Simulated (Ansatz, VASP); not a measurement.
## TaN in VASP and in Ansatz

```
Ta N
1.0
     0.00000    2.17900    2.09184
     2.17900    0.00000    2.09184
     2.17900    2.17900    0.00000
Ta N
1 1
Direct
  0.50000 0.50000 0.50000
  0.00000 0.00000 0.00000
```

Change from the starting cell: strain +0.000 along x and y, -0.040 along z, atoms carried along.

Alike in both runs: task single point; functional r2SCAN; k mesh 18 × 18 × 18; occupations gaussian, width 0.15 eV; no spin polarisation.

|  | VASP | Ansatz |
| --- | --- | --- |
| version | VASP 6.6.1 | Ansatz 0.2.0 |
| potentials or method | VASP PAW PBE potentials, release 64 (Ta_pv, N), cutoff 520 eV | scalar-relativistic, plane waves, PAW |
| valence electrons in the cell | 16 | 18 |

|  | VASP | Ansatz | Ansatz less VASP |
| --- | --- | --- | --- |
| gap on the k mesh at the Fermi level (eV) | none | none | - |
| pressure (GPa) | 31.5 | 29.0 | -2.52 |
| traceless stress, the component that is largest in VASP (GPa) | 24.50 | 24.36 | -0.140 |

VASP's potentials were made for PBE, not for r2SCAN. A gap of «none» marks a metal or a gap that the smearing closes. Both programs put the cell under a high pressure, so it lies far from rest at this level. VASP's potentials hold 16 valence electrons a cell and Ansatz's 18, so a difference there can come from the potentials and not from the codes.

Spin-orbit coupling is off throughout.
